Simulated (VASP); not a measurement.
Write the native input for VASP 6.6.1 that does the following.

```yaml
Task: electric field gradients
Functional: LDA
Potentials_or_basis: VASP PAW LDA potentials, release 64 (Si)
Cutoff: 520 eV
k_mesh: 16 × 16 × 16
Occupations: fermi-dirac, width 0.05 eV
Spin: no spin polarisation
Dipole_correction: no
Further_INCAR_settings: ALGO = Normal; EDIFF = 1e-08; NBANDS = 11
```

The structure of Si lies in POSCAR:

```
Si
1.0
   -2.2050483307      2.3201496985      1.2489722886
    2.2050483307     -2.3201496985      1.2489722886
    2.2050483307      2.3201496985     -1.2489722886
Si
2
Direct
    0.8070000000      0.5570000000      0.2500000000
    0.1930000000      0.4430000000      0.7500000000
```

The input as run:

INCAR

```
PREC     = Accurate       # precision mode
ENCUT    = 520            # plane-wave cutoff, eV
EDIFF    = 1E-8           # SCF threshold, eV
ISMEAR   = -1             # smearing method
SIGMA    = 0.05           # smearing width, eV
LREAL    = F              # projectors in reciprocal space
LASPH    = T              # aspherical terms in the spheres
NELM     = 100            # most SCF steps
ALGO     = Normal         # electronic algorithm
ISIF     = 2              # what is computed and relaxed
LWAVE    = F              # write WAVECAR
LCHARG   = F              # write CHGCAR
LEFG     = T            
NBANDS   = 11             # bands
```

KPOINTS

```
regular mesh
0
Gamma
  16 16 16
```

Potentials or basis: VASP PAW LDA potentials, release 64 (Si).

Launch:

```console
$ cat potpaw_LDA.64/Si/POTCAR > POTCAR
$ mpirun -np 1 vasp_std > vasp.out
```

Results of the run:

```json
{
  "Pressure": "22.4 GPa",
  "Largest force": "0.046 eV/Å",
  "Band gap on the k mesh": "zero (bands 4 and 5 overlap by 7.80 eV)",
  "Largest electric field gradient by atom": "Si -28.2 V/Å²"
}
```

Caveat: the cell stands under pressure; without QUAD_EFG the Cq values of the log hold for a quadrupole moment of 1 mb, not for the nuclei.

Wall time 3.8 min on 1 thread of Intel Xeon 8259CL, on a shared host, peak memory 0.24 GiB.
